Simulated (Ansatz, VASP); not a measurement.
GdO in VASP and in Ansatz

Contents of INCAR:

```
SYSTEM = GdO
PREC     = Accurate       ! precision mode
ENCUT    = 520            ! plane-wave cutoff, eV
EDIFF    = 1E-7           ! SCF threshold, eV
ISMEAR   = -1             ! smearing method
SIGMA    = 0.08           ! smearing width, eV
LREAL    = .FALSE.        ! projectors in reciprocal space
LASPH    = .TRUE.         ! aspherical terms in the spheres
NELM     = 150            ! most SCF steps
ALGO     = Normal         ! electronic algorithm
ISIF     = 2              ! what is computed and relaxed
LWAVE    = .FALSE.        ! write WAVECAR
LCHARG   = .FALSE.        ! write CHGCAR
ISPIN    = 2              ! spin polarisation
MAGMOM   = 7 0            ! initial moments
LORBIT   = 11             ! projections on sites
LMAXMIX  = 6              ! l up to which the mixer works
GGA      = PE             ! functional
NBANDS   = 23             ! bands
```

The input KPOINTS:

```
regular mesh
0
G
  12 12 12
  0 0 0
```

File POSCAR:

```
GdO
1.0
    0.0000000000      2.7178813158      2.7178813158
    2.7178813158      0.0000000000      2.7178813158
    2.7178813158      2.7178813158      0.0000000000
Gd O
1 1
Direct
    0.0000000000      0.0000000000      0.0000000000
    0.7500000000      0.7500000000      0.7500000000
```

Input for Ansatz:

```yaml
crystal:
  lattice:
    - [0.0, 2.7178813158, 2.7178813158]
    - [2.7178813158, 0.0, 2.7178813158]
    - [2.7178813158, 2.7178813158, 0.0]
  atoms:
    - { symbol: Gd, position: [0.0, 0.0, 0.0], spin: 7.0 }
    - { symbol: O, position: [0.75, 0.75, 0.75] }
magnetization:
  spin_polarized: true
kpoints:
  mp_grid: { grid: [12, 12, 12] }
scf:
  occupations: { method: fermi_dirac, width: 0.08 }
hamiltonian:
  xc: pbe
  pseudopotentials: { kind: all_electron, lapw: { basis_error: 0.001 } }
output:
  forces: true
  stress: true
  eigenvalues: true
```

Change from the starting cell: volume scaled by 1.02.

Alike in both runs: task single point; functional PBE; k mesh 12 × 12 × 12; occupations fermi-dirac, width 0.08 eV; collinear spin.

|  | VASP | Ansatz |
| --- | --- | --- |
| version | VASP 6.6.1 | Ansatz 0.2.0 |
| potentials or method | VASP PAW PBE potentials, release 64 (Gd, O), cutoff 520 eV | all-electron LAPW, scalar-relativistic |

```tsv
	VASP	Ansatz	Ansatz less VASP
pressure (GPa)	-2.2	-2.2	-0.04
net moment per atom (μB)	3.77	3.75	-0.014
size of the moment on the site where the two differ most (μB)	6.85	7.00	+0.152
```

Site moments also hang on the region over which each program counts them. Ansatz ran all-electron here, and VASP with PAW potentials.

Spin-orbit coupling is off throughout.
